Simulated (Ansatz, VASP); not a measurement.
## Two plane-wave programs on NaH

Contents of POSCAR:

```
NaH
1.0
    0.0000000000      2.5969210544      2.5969210544
    2.5969210544      0.0000000000      2.5969210544
    2.5969210544      2.5969210544      0.0000000000
Na H
1 1
Direct
    0.0000000000      0.0000000000      0.0000000000
    0.2500000000      0.2500000000      0.2500000000
```

File INCAR.step1:

```
ALGO = Normal
EDIFF = 1E-5
ENCUT = 520
GGA = PE
ISIF = 2
ISMEAR = 0
LASPH = T
LCHARG = F
LREAL = F
LWAVE = T
NBANDS = 11
NELM = 80
PREC = Accurate
SIGMA = 0.01
```

Contents of INCAR.step2:

```
AEXX = 0.5
ALGO = Normal
EDIFF = 1E-6
ENCUT = 520
GGA = PE
HFSCREEN = 0.1
ISIF = 2
ISMEAR = 0
ISTART = 1
LASPH = T
LCHARG = F
LHFCALC = T
LREAL = F
LWAVE = F
NBANDS = 11
NELM = 80
PREC = Accurate
PRECFOCK = Normal
SIGMA = 0.01
```

File KPOINTS:

```
k-points
0
Gamma
  4 4 4
```

Input for Ansatz:

```yaml
crystal:
  lattice:
    - [0.0, 2.5969210544, 2.5969210544]
    - [2.5969210544, 0.0, 2.5969210544]
    - [2.5969210544, 2.5969210544, 0.0]
  atoms:
    - { symbol: Na, position: [0.0, 0.0, 0.0] }
    - { symbol: H, position: [0.25, 0.25, 0.25] }
kpoints:
  mp_grid: { grid: [4, 4, 4] }
hamiltonian:
  xc: { exchange: pbe, correlation: pbe, exx: { coeff: 0.5, omega: 0.1 } }
scf:
  occupations: { method: fixed }
  n_extra_bands: 4
output:
  forces: true
  stress: true
  eigenvalues: true
```

Alike in both runs: task single point; functional PBE-based screened hybrid; k mesh 4 × 4 × 4; no spin polarisation.

```csv
,VASP,Ansatz
version,VASP 6.6.1,Ansatz 0.2.0
potentials or method,"VASP PAW PBE potentials, release 64 (Na_pv, H)",plane waves
plane-wave cutoff (eV),520,420
occupations,"gaussian, width 0.01 eV",fixed
valence electrons in the cell,8,10
```

Ansatz gave:

```
gap on the k mesh at the Fermi level (eV) : 6.33
pressure (GPa)                            : -0.1
```

Task: Estimate VASP's values.

Result: gap on the k mesh at the Fermi level (eV): 6.35; pressure (GPa): -0.2.

VASP's potentials were made for PBE, not for PBE-based screened hybrid. VASP's potentials hold 8 valence electrons a cell and Ansatz's 10, so a difference there can come from the potentials and not from the codes. Ansatz's warnings: stress exchange threshold loose, stress scf threshold loose.

The k mesh is coarse, so the values compare programs but aren't converged.
